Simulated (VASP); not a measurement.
# Bi (P2/m) in VASP: a series of runs

The runs below take Bi through single point, with PBE.

Everything below comes from runs of VASP 6.6.1. Logs are shortened: lines on timing, memory, paths and dates and some standing lists are left out, and cuts for length are marked.

## 1. The cell of the first run

It takes space group P2/m (No. 10, monoclinic). The conventional cell has a = 3.238 Å, b = 3.222 Å, c = 6.444 Å, α = 90.00°, β = 90.72°, γ = 90.00°. Within 4.9 Å of Bi (site symmetry m) lie 18 Bi at 3.22 to 4.81 Å.

## 2. Single point, PBE

File INCAR:

```
SYSTEM = Bi
PREC = Accurate
ENCUT = 520
EDIFF = 1E-7
ISMEAR = -1
SIGMA = 0.05
LREAL = .FALSE.
LASPH = .TRUE.
NELM = 100
ALGO = Fast
ISIF = 2
LWAVE = .FALSE.
LCHARG = .TRUE.
GGA = PE
LELF = .TRUE.
LVHAR = .TRUE.
NBANDS = 22
```

File KPOINTS:

```
regular mesh
0
G
  8 8 4
  0 0 0
```

File POSCAR:

```
Bi
1.0
    3.2383762460      0.0000000000      0.0000000000
    0.0000000000      3.2216433200      0.0000000000
   -0.0804548793      0.0000000000      6.4438887882
Bi
2
Direct
    0.5442472500      0.0000000000      0.7495778900
    0.4557527500      0.0000000000      0.2504221100
```

Potentials or basis: VASP PAW PBE potentials, release 64 (Bi_d).

Started as:

```sh
$ cat potpaw_PBE.64/Bi_d/POTCAR > POTCAR
$ mpirun -np 1 vasp_std > vasp.out
```

OUTCAR:

```text
SYSTEM = Bi
   PREC = Accurate
   ENCUT = 520
   EDIFF = 1E-7
   ISMEAR = -1
   LREAL = .FALSE.
   LASPH = .TRUE.
   NELM = 100
   ISIF = 2
   GGA = PE

 ion  position               nearest neighbor table
   1  0.544  0.000  0.750-   2 3.23   2 3.24
   2  0.456  0.000  0.250-   1 3.23   1 3.24

  LATTYP: Found a simple monoclinic cell.
 ALAT       =     3.2383762460
 B/A-ratio  =     0.9948329271
 C/A-ratio  =     1.9900068852
 COS(beta)  =    -0.0124844813

  Lattice vectors:

 A1 = (   3.2383762460,   0.0000000000,   0.0000000000)
 A2 = (   0.0000000000,   3.2216433200,   0.0000000000)
 A3 = (  -0.0804548793,   0.0000000000,   6.4438887882)

Analysis of symmetry for initial positions (statically):
=====================================================================
 Subroutine PRICEL returns:
 Original cell was already a primitive cell.

 Routine SETGRP: Setting up the symmetry group for a
 simple monoclinic supercell.

 Subroutine GETGRP returns: Found  4 space group operations
 (whereof  4 operations were pure point group operations)
 out of a pool of  4 trial point group operations.

The static configuration has the point symmetry C_2h.

Analysis of symmetry for dynamics (positions and initial velocities):
=====================================================================
 Subroutine PRICEL returns:
 Original cell was already a primitive cell.

 Routine SETGRP: Setting up the symmetry group for a
 simple monoclinic supercell.

 Subroutine GETGRP returns: Found  4 space group operations
 (whereof  4 operations were pure point group operations)
 out of a pool of  4 trial point group operations.

The dynamic configuration has the point symmetry C_2h.

 Subroutine INISYM returns: Found  4 space group operations
 (whereof  4 operations are pure point group operations),
 and found     1 'primitive' translations

----------------------------------------------------------------------------------------

                                     Primitive cell

  volume of cell :      67.2284

  direct lattice vectors                    reciprocal lattice vectors
     3.238376246  0.000000000  0.000000000     0.308796731  0.000000000  0.003855467
     0.000000000  3.221643320  0.000000000     0.000000000  0.310400594  0.000000000
    -0.080454879  0.000000000  6.443888788     0.000000000  0.000000000  0.155185794

  length of vectors
     3.238376246  3.221643320  6.444391026     0.308820799  0.310400594  0.155185794

  position of ions in fractional coordinates (direct lattice)
     0.544247250  0.000000000  0.749577890
     0.455752750  0.000000000  0.250422110

  ion indices of the primitive-cell ions
   primitive index   ion index
                 1           1
                 2           2

----------------------------------------------------------------------------------------

 KPOINTS: regular mesh

Automatic generation of k-mesh.
 Grid dimensions read from file:
 generate k-points for:    8    8    4

 Generating k-lattice:

  Cartesian coordinates                     Fractional coordinates (reciprocal lattice)
     0.038599591  0.000000000  0.000481933     0.125000000  0.000000000 -0.000000000
     0.000000000  0.038800074  0.000000000     0.000000000  0.125000000  0.000000000
     0.000000000  0.000000000  0.038796449     0.000000000  0.000000000  0.250000000

  Length of vectors
     0.038602600  0.038800074  0.038796449

  Shift w.r.t. Gamma in fractional coordinates (k-lattice)
     0.000000000  0.000000000  0.000000000

 Subroutine IBZKPT returns following result:
 ===========================================

 Found     90 irreducible k-points:

 Following reciprocal coordinates:
            Coordinates               Weight
  0.000000  0.000000  0.000000      1.000000
  0.125000  0.000000 -0.000000      2.000000
  0.250000  0.000000 -0.000000      2.000000
  0.375000  0.000000  0.000000      2.000000
  0.500000  0.000000 -0.000000      1.000000
  0.000000  0.125000  0.000000      2.000000
[... 16 lines left out ...]
  0.250000  0.500000 -0.000000      2.000000
  0.375000  0.500000  0.000000      2.000000
 [... further k-points ...]
   k-points           NKPTS =     90   k-points in BZ     NKDIM =     90   number of bands    NBANDS=     22
   number of dos      NEDOS =    301   number of ions     NIONS =      2
   total plane-waves  NPLWV =  27648
   dimension x,y,z NGX =    24 NGY =   24 NGZ =   48
   dimension x,y,z NGXF=    48 NGYF=   48 NGZF=   96
   ions per type =               2
   NGX,Y,Z   is equivalent  to a cutoff of  12.32, 12.38, 12.38 a.u.
   NGXF,Y,Z  is equivalent  to a cutoff of  24.64, 24.77, 24.77 a.u.
 SYSTEM =  Bi
   PREC   = accura    normal or accurate (medium, high low for compatibility)
   ISTART =      0    job   : 0-new  1-cont  2-samecut
   ICHARG =      2    charge: 1-file 2-atom 10-const
   ISPIN  =      1    spin polarized calculation?
   LNONCOLLINEAR =      F non collinear calculations
   LSORBIT =      F    spin-orbit coupling
   LASPH  =      T    aspherical Exc in radial PAW
   ENCUT  =  520.0 eV  38.22 Ry    6.18 a.u.   6.02  5.99 11.98*2*pi/ulx,y,z
   NELM   =    100;   NELMIN=  2; NELMDL= -5     # of ELM steps
   EDIFF  = 0.1E-06   stopping-criterion for ELM
   LREAL  =      F    real-space projection
   EDIFFG = 0.1E-05   stopping-criterion for IOM
   NSW    =      0    number of steps for IOM
   IBRION =     -1    ionic relax: 0-MD 1-quasi-New 2-CG
   NFREE  =      0    steps in history (QN), initial steepest desc. (CG)
   ISIF   =      2    stress and relaxation
   ISYM   =      2    0-nonsym 1-usesym 2-fastsym
   POTIM  = 0.5000    time-step for ionic-motion
   TEBEG  =    0.0;   TEEND  =   0.0 temperature during run
   PSTRESS=    0.0 pullay stress
   NELECT =      30.0000    total number of electrons
   NUPDOWN=      -1.0000    fix difference up-down
   EMIN   =  10.00;   EMAX   =-10.00  energy-range for DOS
   EFERMI =   0.00;   METHOD = LEGACY
   ISMEAR =    -1;   SIGMA  =   0.05  broadening in eV -4-tet -1-fermi 0-gaus
   EFERMI_NEDOS =   21; number of points for ismear=-14 and -15
   IALGO  =     68    algorithm
   IMIX   =      4    mixing-type and parameters
     AMIX     =   0.40;   BMIX     =  1.00
     AMIX_MAG =   1.60;   BMIX_MAG =  1.00
  volume/ion in A,a.u.               =      33.61       226.84
  Fermi-wavevector in a.u.,A,eV,Ry     =   1.251020  2.364085 21.293818  1.565051
  Thomas-Fermi vector in A             =   2.384987
   LORBIT       =      0    0 simple, 1 ext, 2 COOP (PROOUT), +10 PAW based schemes
   GGA     = PE    functional components
   LHFCALC =     F    Hartree Fock is set to
   AEXX    =    0.0000 exact exchange contribution
   IVDW    =     0    specifies the selected vdW correction
   LEPSILON=     F    determine dielectric tensor
   LRPA    =     F    only Hartree local field effects (RPA)
 non-spin polarized calculation
 RMM-DIIS sequential band-by-band and
  energy-cutoff  :      520.00
  volume of cell :       67.23
 maximum number of plane-waves:      1836
   NGX = 13   NGY = 11   NGZ = 23

 number of electron      30.0000014 magnetization

 Free energy of the ion-electron system (eV)
  ---------------------------------------------------
  ext. energy  EPLUGINS =         0.00000000
  ---------------------------------------------------
  free energy    TOTEN  =        -7.65124999 eV

  energy without entropy =       -7.63704139  energy(sigma->0) =       -7.64414569

 E-fermi :   6.8083     XC(G=0):  -9.7909

 val. band max:        6.8026188078   @ k =  -0.3750   0.2500   0.2500
 cond. band min:       6.8144674640   @ k =   0.1250   0.2500   0.2500
 fundamental gap:      0.0118486562
 Fermi energy:         6.8083408021

 k-point     1 :       0.0000    0.0000    0.0000
  band No.  band energies     occupation
      1     -16.1520      2.00000
      2     -16.1422      2.00000
      3     -16.1352      2.00000
      4     -15.8934      2.00000
      5     -15.8927      2.00000
      6     -15.8730      2.00000
[... 14 lines left out ...]
     21      14.9153      0.00000
     22      16.7177      0.00000

 k-point     2 :       0.1250    0.0000   -0.0000
  band No.  band energies     occupation
      1     -16.1484      2.00000
      2     -16.1063      2.00000
      3     -16.1029      2.00000
      4     -15.9095      2.00000
      5     -15.8920      2.00000
      6     -15.8567      2.00000
[... 14 lines left out ...]
     21      14.9275      0.00000
     22      16.7607      0.00000

 k-point     3 :       0.2500    0.0000   -0.0000
  band No.  band energies     occupation
      1     -16.1429      2.00000
      2     -16.0505      2.00000
      3     -16.0049      2.00000
      4     -15.9499      2.00000
      5     -15.8886      2.00000
      6     -15.8595      2.00000
[... 14 lines left out ...]
     21      15.3860      0.00000
     22      17.7130      0.00000

 k-point     4 :       0.3750    0.0000    0.0000
  band No.  band energies     occupation
      1     -16.1375      2.00000
      2     -16.0144      2.00000
      3     -15.9897      2.00000
      4     -15.9070      2.00000
      5     -15.8892      2.00000
      6     -15.8852      2.00000
[... 14 lines left out ...]
     21      16.1662      0.00000
     22      18.3853      0.00000

 k-point     5 :       0.5000    0.0000   -0.0000
  band No.  band energies     occupation
      1     -16.1353      2.00000
      2     -16.0064      2.00000
      3     -16.0034      2.00000
      4     -15.9020      2.00000
      5     -15.8911      2.00000
      6     -15.8842      2.00000
[... 14 lines left out ...]
     21      16.9790      0.00000
     22      17.2717      0.00000

 k-point     6 :       0.0000    0.1250    0.0000
  band No.  band energies     occupation
      1     -16.1401      2.00000
      2     -16.1092      2.00000
      3     -16.1045      2.00000
      4     -15.9108      2.00000
      5     -15.8912      2.00000
      6     -15.8561      2.00000
[... 14 lines left out ...]
     21      15.0641      0.00000
     22      16.8854      0.00000

 k-point     7 :       0.1250    0.1250   -0.0000
  band No.  band energies     occupation
      1     -16.1219      2.00000
      2     -16.0841      2.00000
      3     -16.0718      2.00000
      4     -15.9097      2.00000
      5     -15.9075      2.00000
      6     -15.8436      2.00000
[... 324 lines left out ...]
      6     -15.8933      2.00000
[... 14 lines left out ...]
     21      13.0170      0.00000
     22      13.7870      0.00000

 k-point    21 :       0.0000    0.5000    0.0000
  band No.  band energies     occupation
      1     -16.1273      2.00000
      2     -16.0106      2.00000
      3     -15.9979      2.00000
      4     -15.8978      2.00000
      5     -15.8959      2.00000
      6     -15.8877      2.00000
[... 14 lines left out ...]
     21      17.0382      0.00000
     22      17.2749      0.00000

 k-point    22 :       0.1250    0.5000   -0.0000
  band No.  band energies     occupation
      1     -16.0983      2.00000
      2     -16.0085      2.00000
      3     -15.9522      2.00000
      4     -15.9126      2.00000
      5     -15.9036      2.00000
      6     -15.8989      2.00000
[... 14 lines left out ...]
     21      16.8555      0.00000
     22      17.1265      0.00000

 k-point    23 :       0.2500    0.5000   -0.0000
  band No.  band energies     occupation
      1     -16.0421      2.00000
      2     -16.0034      2.00000
      3     -15.9526      2.00000
      4     -15.9416      2.00000
      5     -15.9377      2.00000
      6     -15.8934      2.00000
[... 14 lines left out ...]
     21      14.6889      0.00000
     22      14.9456      0.00000

 k-point    24 :       0.3750    0.5000    0.0000
  band No.  band energies     occupation
      1     -16.0049      2.00000
      2     -15.9983      2.00000
      3     -15.9921      2.00000
      4     -15.9793      2.00000
      5     -15.9759      2.00000
      6     -15.8903      2.00000
[... 14 lines left out ...]
     21      12.8999      0.00000
     22      14.2636      0.00000

 [... further k-points ...]
[... 5 lines left out ...]
  --------------------------------------------------------------------------------------
  -------------------------------------------------------------------------------------
  Total        0.7980042      1.1235917      0.6938966      0.0000000      0.0000000     -0.0491733
  in kB       19.0179171     26.7772706     16.5368406      0.0000000      0.0000000     -1.1718912
  external PRESSURE =      20.7773428 kB  Pullay stress =       0.0000000 kB

 VOLUME and BASIS-vectors are now :
 -----------------------------------------------------------------------------
  energy-cutoff  :      520.00
  volume of cell :       67.23
      direct lattice vectors                 reciprocal lattice vectors
     3.238376246  0.000000000  0.000000000     0.308796731  0.000000000  0.003855467
     0.000000000  3.221643320  0.000000000     0.000000000  0.310400594  0.000000000
    -0.080454879  0.000000000  6.443888788     0.000000000  0.000000000  0.155185794

 POSITION                                       TOTAL-FORCE (eV/Angst)
 -----------------------------------------------------------------------------------
      1.70217      0.00000      4.83020         0.013496      0.000000     -0.010390
      1.45575      0.00000      1.61369        -0.013496      0.000000      0.010390
 -----------------------------------------------------------------------------------
    total drift:                                0.000000     -0.000000      0.000000

  FREE ENERGIE OF THE ION-ELECTRON SYSTEM (eV)
  ---------------------------------------------------
  free  energy   TOTEN  =        -7.6512499872 eV

  energy  without entropy=       -7.6370413927  energy(sigma->0) =       -7.64414569
```

Wall time 3.3 min (1 thread of Intel Xeon 8259CL, shared host); peak memory 0.23 GiB.

Results:

| Item | Value |
| --- | --- |
| Free energy | -7.6512 eV |
| Pressure | 2.1 GPa |
| Largest force | 0.017 eV/Å |
| Band gap on the k mesh | zero (bands 15 and 16 overlap by 6.31 eV) |

Forces on the atoms (eV/Å):
```
Bi   0.013  0.000 -0.010
Bi  -0.013  0.000  0.010
```

Caveat: spin-orbit coupling is left out, which moves the levels of the heavy elements.

## 3. Single point, PBE (34.29 Å³/atom)

This run uses another cell than the first one, of 34.29 Å³/atom.

File INCAR:

```
SYSTEM = Bi
PREC     = Accurate       ! precision mode
ENCUT    = 520            ! plane-wave cutoff, eV
EDIFF    = 1E-6           ! SCF threshold, eV
ISMEAR   = -1             ! smearing method
SIGMA    = 0.05           ! smearing width, eV
LREAL    = .False.        ! projectors in reciprocal space
LASPH    = .True.         ! aspherical terms in the spheres
NELM     = 100            ! most SCF steps
ALGO     = Fast           ! electronic algorithm
ISIF     = 2              ! what is computed and relaxed
LWAVE    = .False.        ! write WAVECAR
LCHARG   = .False.        ! write CHGCAR
GGA      = PE             ! functional
NBANDS   = 22             ! bands
```

File KPOINTS:

```
regular mesh
0
Gamma
  8 8 4
  0 0 0
```

File POSCAR:

```
Bi
1.0
    3.2598230713      0.0000000000      0.0000000000
    0.0000000000      3.2429793280      0.0000000000
   -0.0809877086      0.0000000000      6.4865647921
Bi
2
Direct
    0.5442472500      0.0000000000      0.7495778900
    0.4557527500      0.0000000000      0.2504221100
```

Potentials or basis: VASP PAW PBE potentials, release 64 (Bi_d).

Started as:

```sh
$ cat potpaw_PBE.64/Bi_d/POTCAR > POTCAR
$ mpirun -np 1 vasp_std > vasp.out
```

Wall time 2.5 min (1 thread of Intel Xeon 8259CL, shared host); peak memory 0.24 GiB.

Results (log left out):

```yaml
Free_energy: -7.6647 eV
Pressure: 1.0 GPa
Largest_force: 0.015 eV/Å
Band_gap_on_the_k_mesh: zero (bands 15 and 16 overlap by 6.18 eV)
```

Forces in eV/Å, atoms in the order of the input:
```
Bi   0.008  0.000 -0.013
Bi  -0.008  0.000  0.013
```

Stress tensor (GPa, compression positive):
```
 0.87  0.00 -0.10
 0.00  1.60  0.00
-0.10  0.00  0.64
```

Levels at points of the mesh, in eV from the Fermi level:
```tsv
k point	band 12	band 13	band 14	band 15	band 16	band 17	band 18	band 19
(0.00, 0.00, 0.00)	-11.19	-4.92	3.18	3.23	3.25	4.75	5.13	6.44
(0.50, 0.00, 0.00)	-9.39	-4.88	-3.12	-2.99	2.44	5.12	5.40	7.02
(0.00, 0.50, 0.00)	-9.30	-4.93	-3.06	-3.04	2.79	5.08	5.13	6.74
(0.50, 0.50, 0.00)	-7.47	-3.08	-3.00	-1.38	-1.35	-1.22	2.82	4.96
(0.00, 0.00, 0.50)	-12.33	-1.77	-1.74	3.85	3.94	4.04	4.06	7.57
(0.50, 0.00, 0.50)	-10.47	-4.21	-4.18	0.18	0.27	5.40	5.45	5.92
(0.00, 0.50, 0.50)	-10.43	-4.17	-4.16	0.20	0.24	5.46	5.46	5.79
(0.50, 0.50, 0.50)	-8.58	-2.37	-2.35	-2.34	-2.33	2.09	2.19	3.50
```

Caveat: spin-orbit coupling is left out, which moves the levels of the heavy elements.

[end of part 1 of 2]
